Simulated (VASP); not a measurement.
A run of VASP 6.6.1 is set up as follows.

The input POSCAR:

```
Zr3S2
1.0
    2.9025379727      1.6757810799      3.4877732718
   -2.9025379727      1.6757810799      3.4877732718
    0.0000000000     -3.3515621597      3.4877732718
Zr S
3 2
Direct
    0.8387270000      0.5000000000      0.1612730000
    0.5000000000      0.1612730000      0.8387270000
    0.1612730000      0.8387270000      0.5000000000
    0.6650230000      0.6650230000      0.6650230000
    0.3349770000      0.3349770000      0.3349770000
```

Contents of INCAR.step1:

```
SYSTEM = Zr3S2
ALGO     = Normal         ! electronic algorithm
EDIFF    = 1E-4           ! SCF threshold, eV
ENCUT    = 520            ! plane-wave cutoff, eV
GGA      = PE             ! functional
ISMEAR   = -1             ! smearing method
LASPH    = .True.         ! aspherical terms in the spheres
LCHARG   = .False.        ! write CHGCAR
LDAU     = .True.         ! DFT+U
LDAUJ    = 0 0          
LDAUL    = 2 -1           ! shell
LDAUTYPE = 2            
LDAUU    = 5 0            ! U, eV
LMAXMIX  = 4              ! l up to which the mixer works
LREAL    = .False.        ! projectors in reciprocal space
LWAVE    = .True.         ! write WAVECAR
NBANDS   = 32             ! bands
NELM     = 150            ! most SCF steps
PREC     = Accurate       ! precision mode
SIGMA    = 0.05           ! smearing width, eV
```

INCAR.step2

```
SYSTEM = Zr3S2
ALGO     = Normal         ! electronic algorithm
EDIFF    = 1E-6           ! SCF threshold, eV
ENCUT    = 520            ! plane-wave cutoff, eV
ISIF     = 2              ! what is computed and relaxed
ISMEAR   = -1             ! smearing method
ISTART   = 1            
LASPH    = .True.         ! aspherical terms in the spheres
LCHARG   = .False.        ! write CHGCAR
LDAU     = .True.         ! DFT+U
LDAUJ    = 0 0          
LDAUL    = 2 -1           ! shell
LDAUPRINT= 1            
LDAUTYPE = 2            
LDAUU    = 5 0            ! U, eV
LMAXMIX  = 4              ! l up to which the mixer works
LMIXTAU  = .True.       
LREAL    = .False.        ! projectors in reciprocal space
LWAVE    = .False.        ! write WAVECAR
METAGGA  = R2SCAN         ! meta-GGA
NBANDS   = 32             ! bands
NELM     = 150            ! most SCF steps
PREC     = Accurate       ! precision mode
SIGMA    = 0.05           ! smearing width, eV
```

Contents of KPOINTS:

```
k-points
0
Gamma
  6 6 6
  0 0 0
```

Potentials or basis: VASP PAW PBE potentials, release 64 (Zr_sv, S).

Command:

```sh
$ cat potpaw_PBE.64/Zr_sv/POTCAR potpaw_PBE.64/S/POTCAR > POTCAR
$ cp INCAR.step1 INCAR
$ mpirun -np 1 vasp_std > vasp.out
$ cp INCAR.step2 INCAR
$ mpirun -np 1 vasp_std > vasp.out
```

Problem. What does it give for the largest force?

Solution. 0.163 eV/Å.

Problem. What does it give for the band gap on the k mesh?

Solution. Zero (bands 24 and 25 overlap by 0.22 eV).

Problem. Estimate the pressure.

Solution. 8.1 GPa.

Forces on the atoms (eV/Å):
```
Zr   0.004  0.008  0.000
Zr   0.004 -0.008  0.000
Zr  -0.009  0.000  0.000
S    0.000  0.000 -0.163
S    0.000  0.000  0.163
```

Caveat: the cell stands under pressure; the PAW data sets were made with another functional, which shifts forces and pressure a little; U without spin polarisation on a metal has little footing.
